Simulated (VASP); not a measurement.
# Pd (Fm-3m) in VASP: notebook

Pd is run at these levels: PBE; tasks: single point, relaxation of cell and atoms.

Program: VASP 6.6.1. These are calculated values, not measurements. Logs are shortened: lines on timing, memory, paths and dates and some standing lists are left out, and cuts for length are marked.

## Step 1: The cell of the first run

Symmetry: Fm-3m, No. 225, cubic system. Conventional cell: a = 3.941 Å, b = 3.941 Å, c = 3.941 Å, α = 90.00°, β = 90.00°, γ = 90.00°. Within 3.7 Å of Pd (site symmetry m-3m) lie 12 Pd at 2.79 Å.

## Step 2: Single point, PBE

File INCAR:

```
ALGO = Fast
EDIFF = 1E-6
ENCUT = 520
GGA = PE
ISIF = 2
ISMEAR = 0
LASPH = T
LCHARG = T
LELF = T
LREAL = F
LVHAR = T
LWAVE = F
NBANDS = 11
NELM = 60
PREC = Accurate
SIGMA = 0.1
```

File KPOINTS:

```
k-points
0
Gamma
  10 10 10
```

File POSCAR:

```
Pd
1.0
    0.0000000000      1.9704336338      1.9704336338
    1.9704336338      0.0000000000      1.9704336338
    1.9704336338      1.9704336338      0.0000000000
Pd
1
Direct
    0.0000000000      0.0000000000      0.0000000000
```

Potentials or basis: VASP PAW PBE potentials, release 64 (Pd).

Command:

```
cat potpaw_PBE.64/Pd/POTCAR > POTCAR
mpirun -np 1 vasp_std > vasp.out
```

OUTCAR:

```text
EDIFF = 1E-6
   ENCUT = 520
   GGA = PE
   ISIF = 2
   ISMEAR = 0
   LASPH = T
   LREAL = F
   NELM = 60
   PREC = Accurate

 ion  position               nearest neighbor table
   1  0.000  0.000  0.000-

  LATTYP: Found a face centered cubic cell.
 ALAT       =     3.9408672676

  Lattice vectors:

 A1 = (   0.0000000000,   1.9704336338,   1.9704336338)
 A2 = (   1.9704336338,   0.0000000000,   1.9704336338)
 A3 = (   1.9704336338,   1.9704336338,   0.0000000000)

Analysis of symmetry for initial positions (statically):
=====================================================================
 Subroutine PRICEL returns:
 Original cell was already a primitive cell.

 Routine SETGRP: Setting up the symmetry group for a
 face centered cubic supercell.

 Subroutine GETGRP returns: Found 48 space group operations
 (whereof 48 operations were pure point group operations)
 out of a pool of 48 trial point group operations.

The static configuration has the point symmetry O_h .

Analysis of symmetry for dynamics (positions and initial velocities):
=====================================================================
 Subroutine PRICEL returns:
 Original cell was already a primitive cell.

 Routine SETGRP: Setting up the symmetry group for a
 face centered cubic supercell.

 Subroutine GETGRP returns: Found 48 space group operations
 (whereof 48 operations were pure point group operations)
 out of a pool of 48 trial point group operations.

The dynamic configuration has the point symmetry O_h .

 Subroutine INISYM returns: Found 48 space group operations
 (whereof 48 operations are pure point group operations),
 and found     1 'primitive' translations

----------------------------------------------------------------------------------------

                                     Primitive cell

  volume of cell :      15.3008

  direct lattice vectors                    reciprocal lattice vectors
     0.000000000  1.970433634  1.970433634    -0.253751251  0.253751251  0.253751251
     1.970433634  0.000000000  1.970433634     0.253751251 -0.253751251  0.253751251
     1.970433634  1.970433634  0.000000000     0.253751251  0.253751251 -0.253751251

  length of vectors
     2.786613969  2.786613969  2.786613969     0.439510060  0.439510060  0.439510060

  position of ions in fractional coordinates (direct lattice)
     0.000000000  0.000000000  0.000000000

  ion indices of the primitive-cell ions
   primitive index   ion index
                 1           1

----------------------------------------------------------------------------------------

 KPOINTS: k-points

Automatic generation of k-mesh.
 Grid dimensions read from file:
 generate k-points for:   10   10   10

 Generating k-lattice:

  Cartesian coordinates                     Fractional coordinates (reciprocal lattice)
    -0.025375125  0.025375125  0.025375125     0.100000000  0.000000000  0.000000000
     0.025375125 -0.025375125  0.025375125     0.000000000  0.100000000  0.000000000
     0.025375125  0.025375125 -0.025375125     0.000000000  0.000000000  0.100000000

  Length of vectors
     0.043951006  0.043951006  0.043951006

  Shift w.r.t. Gamma in fractional coordinates (k-lattice)
     0.000000000  0.000000000  0.000000000

 Subroutine IBZKPT returns following result:
 ===========================================

 Found     47 irreducible k-points:

 Following reciprocal coordinates:
            Coordinates               Weight
  0.000000  0.000000  0.000000      1.000000
  0.100000  0.000000  0.000000      8.000000
  0.200000  0.000000  0.000000      8.000000
  0.300000  0.000000  0.000000      8.000000
  0.400000  0.000000  0.000000      8.000000
  0.500000  0.000000  0.000000      4.000000
[... 16 lines left out ...]
  0.300000  0.300000  0.000000      6.000000
  0.400000  0.300000  0.000000     24.000000
 [... further k-points ...]
   k-points           NKPTS =     47   k-points in BZ     NKDIM =     47   number of bands    NBANDS=     11
   number of dos      NEDOS =    301   number of ions     NIONS =      1
   total plane-waves  NPLWV =  13824
   dimension x,y,z NGX =    24 NGY =   24 NGZ =   24
   dimension x,y,z NGXF=    48 NGYF=   48 NGZF=   48
   ions per type =               1
   NGX,Y,Z   is equivalent  to a cutoff of  14.32, 14.32, 14.32 a.u.
   NGXF,Y,Z  is equivalent  to a cutoff of  28.64, 28.64, 28.64 a.u.
 SYSTEM =  unknown system
   PREC   = accura    normal or accurate (medium, high low for compatibility)
   ISTART =      0    job   : 0-new  1-cont  2-samecut
   ICHARG =      2    charge: 1-file 2-atom 10-const
   ISPIN  =      1    spin polarized calculation?
   LNONCOLLINEAR =      F non collinear calculations
   LSORBIT =      F    spin-orbit coupling
   LASPH  =      T    aspherical Exc in radial PAW
   ENCUT  =  520.0 eV  38.22 Ry    6.18 a.u.   5.18  5.18  5.18*2*pi/ulx,y,z
   NELM   =     60;   NELMIN=  2; NELMDL= -5     # of ELM steps
   EDIFF  = 0.1E-05   stopping-criterion for ELM
   LREAL  =      F    real-space projection
   EDIFFG = 0.1E-04   stopping-criterion for IOM
   NSW    =      0    number of steps for IOM
   IBRION =     -1    ionic relax: 0-MD 1-quasi-New 2-CG
   NFREE  =      0    steps in history (QN), initial steepest desc. (CG)
   ISIF   =      2    stress and relaxation
   ISYM   =      2    0-nonsym 1-usesym 2-fastsym
   POTIM  = 0.5000    time-step for ionic-motion
   TEBEG  =    0.0;   TEEND  =   0.0 temperature during run
   PSTRESS=    0.0 pullay stress
   NELECT =      10.0000    total number of electrons
   NUPDOWN=      -1.0000    fix difference up-down
   EMIN   =  10.00;   EMAX   =-10.00  energy-range for DOS
   EFERMI =   0.00;   METHOD = LEGACY
   ISMEAR =     0;   SIGMA  =   0.10  broadening in eV -4-tet -1-fermi 0-gaus
   EFERMI_NEDOS =   21; number of points for ismear=-14 and -15
   IALGO  =     68    algorithm
   IMIX   =      4    mixing-type and parameters
     AMIX     =   0.40;   BMIX     =  1.00
     AMIX_MAG =   1.60;   BMIX_MAG =  1.00
  volume/ion in A,a.u.               =      15.30       103.26
  Fermi-wavevector in a.u.,A,eV,Ry     =   1.420702  2.684738 27.461924  2.018394
  Thomas-Fermi vector in A             =   2.541589
   LORBIT       =      0    0 simple, 1 ext, 2 COOP (PROOUT), +10 PAW based schemes
   GGA     = PE    functional components
   LHFCALC =     F    Hartree Fock is set to
   AEXX    =    0.0000 exact exchange contribution
   IVDW    =     0    specifies the selected vdW correction
   LEPSILON=     F    determine dielectric tensor
   LRPA    =     F    only Hartree local field effects (RPA)
 non-spin polarized calculation
 RMM-DIIS sequential band-by-band and
 Gauss-broadening in eV      SIGMA  =   0.10
  energy-cutoff  :      520.00
  volume of cell :       15.30
 maximum number of plane-waves:       424
 NGX is ok and might be reduce to    24
   NGX = 11   NGY = 11   NGZ = 11

 number of electron      10.0000000 magnetization

 Free energy of the ion-electron system (eV)
  ---------------------------------------------------
  ext. energy  EPLUGINS =         0.00000000
  ---------------------------------------------------
  free energy    TOTEN  =        -5.23478991 eV

  energy without entropy =       -5.22528771  energy(sigma->0) =       -5.23003881

 E-fermi :   9.1813     XC(G=0): -12.9564

 val. band max:        9.1719415643   @ k =  -0.4000   0.4000   0.0000
 cond. band min:       9.2075253206   @ k =   0.5000   0.2000   0.0000
 fundamental gap:      0.0355837563
 Fermi energy:         9.1813151183

 k-point     1 :       0.0000    0.0000    0.0000
  band No.  band energies     occupation
      1       2.3170      2.00000
      2       6.5034      2.00000
      3       6.5034      2.00000
      4       6.5034      2.00000
      5       8.0188      2.00000
      6       8.0188      2.00000
      7      26.3454      0.00000
      8      30.9127      0.00000
      9      30.9127      0.00000
     10      30.9127      0.00000
     11      35.9850      0.00000

 k-point     2 :       0.1000    0.0000    0.0000
  band No.  band energies     occupation
      1       2.6630      2.00000
      2       6.3930      2.00000
      3       6.6151      2.00000
      4       6.6151      2.00000
      5       7.9714      2.00000
      6       7.9714      2.00000
      7      26.6357      0.00000
      8      28.9462      0.00000
      9      31.2810      0.00000
     10      31.2810      0.00000
     11      36.3529      0.00000

 k-point     3 :       0.2000    0.0000    0.0000
  band No.  band energies     occupation
      1       3.5411      2.00000
      2       6.2854      2.00000
      3       6.7855      2.00000
      4       6.7855      2.00000
      5       8.0050      2.00000
      6       8.0050      2.00000
      7      25.1676      0.00000
      8      27.5019      0.00000
      9      32.1157      0.00000
     10      32.1157      0.00000
     11      34.6391      0.00000

 k-point     4 :       0.3000    0.0000    0.0000
  band No.  band energies     occupation
      1       4.2017      2.00000
      2       6.7124      2.00000
      3       6.7124      2.00000
      4       7.0241      2.00000
      5       8.4083      2.00000
      6       8.4083      2.00000
      7      21.5551      0.00000
      8      26.9050      0.00000
      9      31.9839      0.00000
     10      31.9839      0.00000
     11      34.9837      0.00000
[... 239 lines left out ...]
 k-point    22 :      -0.2000    0.2000    0.0000
  band No.  band energies     occupation
      1       5.0293      2.00000
      2       5.8373      2.00000
      3       6.5938      2.00000
      4       7.3760      2.00000
      5       7.5206      2.00000
      6       9.7999      0.00000
      7      23.2532      0.00000
      8      24.0416      0.00000
      9      29.4891      0.00000
     10      32.1088      0.00000
     11      33.0515      0.00000

 k-point    23 :       0.3000    0.3000    0.0000
  band No.  band energies     occupation
      1       4.6130      2.00000
      2       5.0198      2.00000
      3       8.1582      2.00000
      4       8.1726      2.00000
      5       8.1726      2.00000
      6       8.7203      2.00000
      7      25.4634      0.00000
      8      25.4634      0.00000
      9      25.9283      0.00000
     10      29.1711      0.00000
     11      30.6195      0.00000

 k-point    24 :       0.4000    0.3000    0.0000
  band No.  band energies     occupation
      1       4.6192      2.00000
      2       4.8831      2.00000
      3       7.8372      2.00000
      4       8.2834      2.00000
      5       9.0876      1.81480
      6      10.2419      0.00000
      7      22.5789      0.00000
      8      24.0963      0.00000
      9      24.5000      0.00000
     10      29.5824      0.00000
     11      31.8150      0.00000

 [... further k-points ...]
[... 5 lines left out ...]
  --------------------------------------------------------------------------------------
  -------------------------------------------------------------------------------------
  Total       -0.0229341     -0.0229341     -0.0229341      0.0000000      0.0000000      0.0000000
  in kB       -2.4014722     -2.4014722     -2.4014722      0.0000000      0.0000000      0.0000000
  external PRESSURE =      -2.4014722 kB  Pullay stress =       0.0000000 kB

 VOLUME and BASIS-vectors are now :
 -----------------------------------------------------------------------------
  energy-cutoff  :      520.00
  volume of cell :       15.30
      direct lattice vectors                 reciprocal lattice vectors
     0.000000000  1.970433634  1.970433634    -0.253751251  0.253751251  0.253751251
     1.970433634  0.000000000  1.970433634     0.253751251 -0.253751251  0.253751251
     1.970433634  1.970433634  0.000000000     0.253751251  0.253751251 -0.253751251

 POSITION                                       TOTAL-FORCE (eV/Angst)
 -----------------------------------------------------------------------------------
      0.00000      0.00000      0.00000         0.000000      0.000000      0.000000
 -----------------------------------------------------------------------------------
    total drift:                                0.000000     -0.000000     -0.000000

  FREE ENERGIE OF THE ION-ELECTRON SYSTEM (eV)
  ---------------------------------------------------
  free  energy   TOTEN  =        -5.2347899142 eV

  energy  without entropy=       -5.2252877053  energy(sigma->0) =       -5.23003881
```

Wall time 6.3 s (1 thread of Intel Xeon Platinum 8375C at 2.90GHz (Ice Lake), shared host); peak memory 0.14 GiB.

Results:

```yaml
Free_energy: -5.2348 eV
Pressure: -0.2 GPa
Band_gap_on_the_k_mesh: zero (band 5 reaches 9.45 eV, above the bottom of band 6 at 7.97 eV)
```

## Step 3: Relaxation of cell and atoms, PBE

This run uses another cell than the first one, of 13.45 Å³/atom, 0.879 times its volume.

File INCAR:

```
ALGO = Normal
EDIFF = 1E-6
EDIFFG = -0.05
ENCUT = 600
GGA = PE
IBRION = 2
ISIF = 3
ISMEAR = 0
LASPH = True
LCHARG = False
LREAL = False
LWAVE = False
NELM = 100
NSW = 80
PREC = Accurate
SIGMA = 0.1
```

KPOINTS is that of step 2.

File POSCAR:

```
Pd
1.0
    0.0000000000      1.8873986396      1.8873986396
    1.8873986396      0.0000000000      1.8873986396
    1.8873986396      1.8873986396      0.0000000000
Pd
1
Direct
    0.0000000000      0.0000000000      0.0000000000
```

Potentials or basis: VASP PAW PBE potentials, release 64 (Pd).

Command:

```
cat potpaw_PBE.64/Pd/POTCAR > POTCAR
mpirun -np 1 vasp_std > vasp.out
```

It took 17 s on 1 thread of Intel Xeon Platinum 8375C at 2.90GHz (Ice Lake), shared host; peak memory 0.15 GiB.

It converged, with:

```yaml
Free_energy: -5.2332 eV
Relaxed_volume: 15.30 Å³/atom
Relaxed_cell: a = 2.787 Å, b = 2.787 Å, c = 2.787 Å, α = 60.00°, β = 60.00°, γ = 60.00°
Space_group_after_relaxing_to_0.05_Å: Fm-3m (No. 225)
Energy_gained_by_relaxing: 152.3 meV/atom
Ionic_steps: 4
Pressure_after_relaxing: -0.4 GPa
Band_gap_on_the_k_mesh: zero (band 5 reaches 9.45 eV, above the bottom of band 6 at 7.97 eV)
```

Step by step:
```
step  energy change (eV)  largest force (eV/Å)  pressure (GPa)  volume (Å³)
   1              0.0000                0.0000           30.70        13.45
   2              0.1553                0.0000          -19.93        19.11
   3             -0.1517                0.0000           -1.45        15.41
   4             -0.1523                0.0000           -0.38        15.30
```

Final structure:
```yaml
crystal:
  lattice:
    - [0.00000, 1.97058, 1.97058]
    - [1.97058, 0.00000, 1.97058]
    - [1.97058, 1.97058, 0.00000]
  atoms:
    - { symbol: Pd, position: [0.00000, 0.00000, 0.00000] }
```

Levels at points of the mesh, in eV from the Fermi level:
```csv
k point,band 1,band 2,band 3,band 4,band 5,band 6,band 7,band 8,band 9
"(0.00, 0.00, 0.00)",-6.86,-2.68,-2.68,-2.68,-1.16,-1.16,17.16,21.73,21.73
"(0.50, 0.00, 0.00)",-5.02,-2.72,-2.72,-0.03,-0.03,1.09,7.03,16.51,20.74
"(0.50, 0.50, 0.00)",-5.09,-4.82,-0.06,0.27,0.27,3.35,10.39,13.00,13.00
```
